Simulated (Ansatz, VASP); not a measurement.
**One calculation of Mo3Ru, two programs**

```
Mo Ru
1.0
     0.00000    3.13267    3.13267
     3.13267    0.00000    3.13267
     3.13267    3.13267    0.00000
Mo Ru
3 1
Direct
  0.75000 0.75000 0.75000
  0.50000 0.50000 0.50000
  0.25000 0.25000 0.25000
  0.00000 0.00000 0.00000
```

Alike in both runs: functional PBE; k mesh 12 × 12 × 12; occupations gaussian, width 0.1 eV; no spin polarisation.

Ansatz relaxed the structure, and its values are those at the end. VASP's run is a single point on that final structure, the one shown.

|  | VASP | Ansatz |
| --- | --- | --- |
| version | VASP 6.6.1 | Ansatz 0.2.0 |
| potentials or method | VASP PAW PBE potentials, release 64 (Mo_sv, Ru_pv), cutoff 520 eV | scalar-relativistic, plane waves, PAW |
| valence electrons in the cell | 56 | 58 |

Ansatz gave:

* gap on the k mesh at the Fermi level (eV): none
* pressure (GPa): 0.0

**Question.** Estimate VASP's values.

**Answer.** gap on the k mesh at the Fermi level (eV): none; pressure (GPa): 0.3.

A gap of «none» marks a metal or a gap that the smearing closes. VASP's potentials hold 56 valence electrons a cell and Ansatz's 58, so a difference there can come from the potentials and not from the codes.
